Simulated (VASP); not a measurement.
A run of VASP 6.6.1 is set up as follows.

Contents of INCAR:

```
SYSTEM = TiO
PREC = Accurate
ENCUT = 520
EDIFF = 1E-6
ISMEAR = 0
SIGMA = 0.05
LREAL = .False.
LASPH = .True.
NELM = 150
ALGO = Normal
ISIF = 2
LWAVE = .False.
LCHARG = .False.
ISPIN = 2
MAGMOM = 0.05 0.05 0 0
LORBIT = 11
LMAXMIX = 4
GGA = PS
NBANDS = 30
```

The input KPOINTS:

```
regular mesh
0
Gamma
  10 10 6
  0 0 0
```

Contents of POSCAR:

```
TiO
1.0
    3.1454913155      0.0000000000      0.0000000000
    0.0000000000      3.1454913155      0.0000000000
    0.0000000000      0.0000000000      4.7630316324
Ti O
2 2
Direct
    0.0000000000      0.5000000000      0.0000000000
    0.5000000000      0.0000000000      0.5000000000
    0.0000000000      0.0000000000      0.2500000000
    0.0000000000      0.0000000000      0.7500000000
```

Potentials or basis: VASP PAW PBE potentials, release 64 (Ti_sv, O).

Command:

```console
$ cat potpaw_PBE.64/Ti_sv/POTCAR potpaw_PBE.64/O/POTCAR > POTCAR
$ mpirun -np 1 vasp_std > vasp.out
```

**Question.** Predict the pressure.

**Answer.** 5.1 GPa.

**Question.** What does it give for the band gap on the k mesh?

**Answer.** Zero (filled and empty bands overlap).

Stress tensor (GPa, compression positive):
```
3.40 0.00 0.00
0.00 3.40 0.00
0.00 0.00 8.50
```

Caveat: the PAW data sets were made with another functional, which shifts forces and pressure a little; semilocal functionals often make such compounds metallic where correlation or magnetic order opens a gap, which also shifts bond lengths.
